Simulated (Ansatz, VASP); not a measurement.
# One calculation of TiB2, two programs

```
CELL_PARAMETERS angstrom
3.02920 0.03029 0.03029
-1.48837 2.60822 0.01109
0.03228 0.03228 3.22840
ATOMIC_POSITIONS crystal
Ti 0.00000 0.00000 0.00000
B 0.33333 0.66667 0.50000
B 0.66667 0.33333 0.50000
```

Change from the starting cell: equal xy, yz and zx shear strains of +2 %, crystal datasets.

Alike in both runs: task electric field gradients; functional PBEsol; k mesh 14 × 14 × 11; occupations fermi-dirac, width 0.03 eV; no spin polarisation.

|  | VASP | Ansatz |
| --- | --- | --- |
| version | VASP 6.6.1 | Ansatz 0.2.0 |
| potentials or method | VASP PAW PBE potentials, release 64 (Ti_sv, B), cutoff 520 eV | all-electron PAW with datasets made for the crystal, scalar-relativistic |

VASP gave:

```
pressure (GPa)                                                : -4.5
traceless stress, the component that is largest in VASP (GPa) : -5.76
rms of the force components (eV/Å)                            : 0.033
size of Vzz on the site where it differs most (V/Å²)          : 25.4
```

Q: Which values does Ansatz return?

A: Pressure (GPa): -4.8; traceless stress, the component that is largest in VASP (GPa): -5.76; rms of the force components (eV/Å): 0.032; size of Vzz on the site where it differs most (V/Å²): 28.1.

VASP's potentials were made for PBE, not for PBEsol. Atom by atom the forces differ by 0.001 eV/Å (rms over components). Ansatz ran all-electron here, and VASP with PAW potentials.
